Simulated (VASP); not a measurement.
# Ru (Fmmm) in VASP: single point with r2SCAN

Aim: the single point of Ru with r2SCAN.

All numbers are computed with VASP 6.6.1; they aren't measurements. Logs are shortened: lines on timing, memory, paths and dates and some standing lists are left out, and cuts for length are marked.

## (1) The cell of the first run

The structure is orthorhombic, space group Fmmm (No. 69). Conventional cell: a = 3.857 Å, b = 3.869 Å, c = 8.120 Å, α = 90.00°, β = 90.00°, γ = 90.00°. Ru (site symmetry mm2) has 9 Ru at 2.43 to 2.73 Å within 3.2 Å.

## (2) Single point, r2SCAN

Input file POSCAR:

```
Ru
1.0
    1.9342860841     -4.0597788871      0.0000000000
    1.9342860841      4.0597788871      0.0000000000
    0.0000000000      0.0000000000      3.8568856963
Ru
4
Direct
    0.1497639548      0.8502360452     -0.0000006753
    0.6497639548      0.3502360452      0.5000006753
    0.8502360452      0.1497639548      1.0000006753
    0.3502360452      0.6497639548      0.4999993247
```

Input file INCAR.step1:

```
SYSTEM = Ru
PREC = Accurate ; ENCUT = 520
ISMEAR = 0 ; SIGMA = 0.1
LREAL = .FALSE. ; LASPH = .TRUE.
NELM = 80 ; NBANDS = 36
GGA = PE ; ALGO = Normal
EDIFF = 1E-4 ; LWAVE = .TRUE.
LCHARG = .FALSE.
```

Input file INCAR.step2:

```
SYSTEM = Ru
PREC = Accurate ; ENCUT = 520
EDIFF = 1E-7 ; ISMEAR = 0
SIGMA = 0.1 ; LREAL = .FALSE.
LASPH = .TRUE. ; NELM = 80
ALGO = Normal ; ISIF = 2
LWAVE = .FALSE. ; LCHARG = .TRUE.
METAGGA = R2SCAN ; LMIXTAU = .TRUE.
LELF = .TRUE. ; LVHAR = .TRUE.
NBANDS = 36 ; ISTART = 1
```

Input file KPOINTS:

```
Automatic mesh
0
G
  6 6 4
  0 0 0
```

Potentials or basis: VASP PAW PBE potentials, release 64 (Ru_pv).

Started as:

```bash
$ cat potpaw_PBE.64/Ru_pv/POTCAR > POTCAR
$ cp INCAR.step1 INCAR
$ mpirun -np 1 vasp_std > vasp.out
$ cp INCAR.step2 INCAR
$ mpirun -np 1 vasp_std > vasp.out
```

OUTCAR:

```text
SYSTEM = Ru
   PREC = Accurate
   ENCUT = 520
   EDIFF = 1E-7
   ISMEAR = 0
   LREAL = .FALSE.
   LASPH = .TRUE.
   NELM = 80
   ISIF = 2
   METAGGA = R2SCAN
   ISTART = 1

 ion  position               nearest neighbor table
   1  0.150  0.850  1.000-   3 2.43   4 2.52   4 2.52   3 2.53   3 2.53   2 2.73   2 2.73   2 2.73
                             2 2.73
   2  0.650  0.350  0.500-   4 2.43   3 2.52   3 2.52   4 2.53   4 2.53   1 2.73   1 2.73   1 2.73
                             1 2.73
   3  0.850  0.150  0.000-   1 2.43   2 2.52   2 2.52   1 2.53   1 2.53   4 2.73   4 2.73   4 2.73
                             4 2.73
   4  0.350  0.650  0.500-   2 2.43   1 2.52   1 2.52   2 2.53   2 2.53   3 2.73   3 2.73   3 2.73
                             3 2.73

  LATTYP: Found a base centered orthorhombic cell.
 ALAT       =     3.8685721682
 B/A-ratio  =     2.0988513129
 C/A-ratio  =     0.9969791253

  Lattice vectors:

 A1 = (   1.9342860841,  -4.0597788871,   0.0000000000)
 A2 = (   1.9342860841,   4.0597788871,   0.0000000000)
 A3 = (   0.0000000000,   0.0000000000,   3.8568856963)

Analysis of symmetry for initial positions (statically):
=====================================================================
 Subroutine PRICEL returns following result:

  LATTYP: Found a face centered orthorhombic cell.
 ALAT       =     3.8568856963
 B/A-ratio  =     1.0030300281
 C/A-ratio  =     2.1052108913

  Lattice vectors:

 A1 = (   1.9342860841,   4.0597788871,   0.0000000000)
 A2 = (   0.0000000000,   4.0597788871,   1.9284376390)
 A3 = (   1.9342860841,   0.0000000000,   1.9284480573)

   2 primitive cells build up your supercell.

 Routine SETGRP: Setting up the symmetry group for a
 base centered orthorhombic supercell.

 Subroutine GETGRP returns: Found  8 space group operations
 (whereof  8 operations were pure point group operations)
 out of a pool of  8 trial point group operations.

The static configuration has the point symmetry D_2h.

Analysis of symmetry for dynamics (positions and initial velocities):
=====================================================================
 Subroutine PRICEL returns following result:

  LATTYP: Found a face centered orthorhombic cell.
 ALAT       =     3.8568856963
 B/A-ratio  =     1.0030300281
 C/A-ratio  =     2.1052108913

  Lattice vectors:

 A1 = (   1.9342860841,   4.0597788871,   0.0000000000)
[... 110 lines left out ...]
   ENCUT  =  520.0 eV  38.22 Ry    6.18 a.u.   8.36  8.36  7.17*2*pi/ulx,y,z
   NELM   =     80;   NELMIN=  2; NELMDL=  0     # of ELM steps
   EDIFF  = 0.1E-06   stopping-criterion for ELM
   LREAL  =      F    real-space projection
   EDIFFG = 0.1E-05   stopping-criterion for IOM
   NSW    =      0    number of steps for IOM
   IBRION =     -1    ionic relax: 0-MD 1-quasi-New 2-CG
   NFREE  =      0    steps in history (QN), initial steepest desc. (CG)
   ISIF   =      2    stress and relaxation
   ISYM   =      2    0-nonsym 1-usesym 2-fastsym
   POTIM  = 0.5000    time-step for ionic-motion
   TEBEG  =    0.0;   TEEND  =   0.0 temperature during run
   PSTRESS=    0.0 pullay stress
   NELECT =      56.0000    total number of electrons
   NUPDOWN=      -1.0000    fix difference up-down
   EMIN   =  10.00;   EMAX   =-10.00  energy-range for DOS
   EFERMI =   0.00;   METHOD = LEGACY
   ISMEAR =     0;   SIGMA  =   0.10  broadening in eV -4-tet -1-fermi 0-gaus
   EFERMI_NEDOS =   21; number of points for ismear=-14 and -15
   IALGO  =     38    algorithm
   IMIX   =      4    mixing-type and parameters
     AMIX     =   0.40;   BMIX     =  1.00
     AMIX_MAG =   1.60;   BMIX_MAG =  1.00
  volume/ion in A,a.u.               =      15.14       102.19
  Fermi-wavevector in a.u.,A,eV,Ry     =   1.594805  3.013744 34.605093  2.543403
  Thomas-Fermi vector in A             =   2.692822
   LORBIT       =      0    0 simple, 1 ext, 2 COOP (PROOUT), +10 PAW based schemes
   METAGGA = R2SCAN    functional components
   LHFCALC =     F    Hartree Fock is set to
   AEXX    =    0.0000 exact exchange contribution
   IVDW    =     0    specifies the selected vdW correction
   LEPSILON=     F    determine dielectric tensor
   LRPA    =     F    only Hartree local field effects (RPA)
 non-spin polarized calculation
 Gauss-broadening in eV      SIGMA  =   0.10
  energy-cutoff  :      520.00
  volume of cell :       60.57
 maximum number of plane-waves:      1670
 NGX is ok and might be reduce to    36
   NGX = 17   NGY = 17   NGZ = 15

 number of electron      56.0000011 magnetization

 Free energy of the ion-electron system (eV)
  ---------------------------------------------------
  ext. energy  EPLUGINS =         0.00000000
  ---------------------------------------------------
  free energy    TOTEN  =      -100.06525100 eV

  energy without entropy =     -100.05322646  energy(sigma->0) =     -100.05923873

 E-fermi :  10.7946     XC(G=0): -14.3774

 val. band max:       10.7552398074   @ k =   0.5000   0.0000   0.0000
 cond. band min:      10.8254225358   @ k =   0.1667   0.0000   0.0000
 fundamental gap:      0.0701827283
 Fermi energy:        10.7945961636

 k-point     1 :       0.0000    0.0000    0.0000
  band No.  band energies     occupation
      1     -34.2257      2.00000
      2     -33.9230      2.00000
      3     -33.8387      2.00000
      4     -33.7548      2.00000
      5     -33.2822      2.00000
      6     -33.2765      2.00000
[... 925 lines left out ...]
     35      16.4336      0.00000
     36      16.9405      0.00000

 [... further k-points ...]

------------------------ aborting loop because EDIFF is reached ----------------------------------------

  FORCE on cell =-STRESS in cart. coord.  units (eV):
  Direction    XX          YY          ZZ          XY          YZ          ZX
  --------------------------------------------------------------------------------------
  -------------------------------------------------------------------------------------
  Total        0.4586731      0.5500029      0.4549230      0.0000000      0.0000000      0.0000000
  in kB       12.1317645     14.5474110     12.0325756      0.0000000      0.0000000      0.0000000
  external PRESSURE =      12.9039170 kB  Pullay stress =       0.0000000 kB

 VOLUME and BASIS-vectors are now :
 -----------------------------------------------------------------------------
  energy-cutoff  :      520.00
  volume of cell :       60.57
      direct lattice vectors                 reciprocal lattice vectors
     1.934286084 -4.059778887  0.000000000     0.258493304 -0.123159417  0.000000000
     1.934286084  4.059778887  0.000000000     0.258493304  0.123159417  0.000000000
     0.000000000  0.000000000  3.856885696     0.000000000  0.000000000  0.259276546

 POSITION                                       TOTAL-FORCE (eV/Angst)
 -----------------------------------------------------------------------------------
      1.93429      2.84376      3.85688         0.000000      0.064761      0.000000
      1.93429     -1.21602      1.92845         0.000000      0.064761      0.000000
      1.93429     -2.84376      0.00000         0.000000     -0.064761      0.000000
      1.93429      1.21602      1.92844         0.000000     -0.064761      0.000000
 -----------------------------------------------------------------------------------
    total drift:                               -0.000000     -0.000000      0.000000

  FREE ENERGIE OF THE ION-ELECTRON SYSTEM (eV)
  ---------------------------------------------------
  free  energy   TOTEN  =      -100.0652509951 eV

  energy  without entropy=     -100.0532264646  energy(sigma->0) =     -100.05923873
```

Wall time 4.6 min (1 thread of Intel Xeon Platinum 8259CL at 2.50GHz (Skylake/Cascade Lake), shared host); peak memory 0.23 GiB.

Results:

```
Free energy            : -100.0653 eV
Pressure               : 1.3 GPa
Largest force          : 0.065 eV/Å
Band gap on the k mesh : zero (band 28 reaches 12.42 eV, above the bottom of band 29 at 10.00 eV)
```

Forces in eV/Å, atoms in the order of the input:
```
Ru   0.000  0.065  0.000
Ru   0.000  0.065  0.000
Ru   0.000 -0.065  0.000
Ru   0.000 -0.065  0.000
```

Caveat: the k points lie up to 0.41 Å⁻¹ apart; the PAW data sets were made with another functional, which shifts forces and pressure a little.
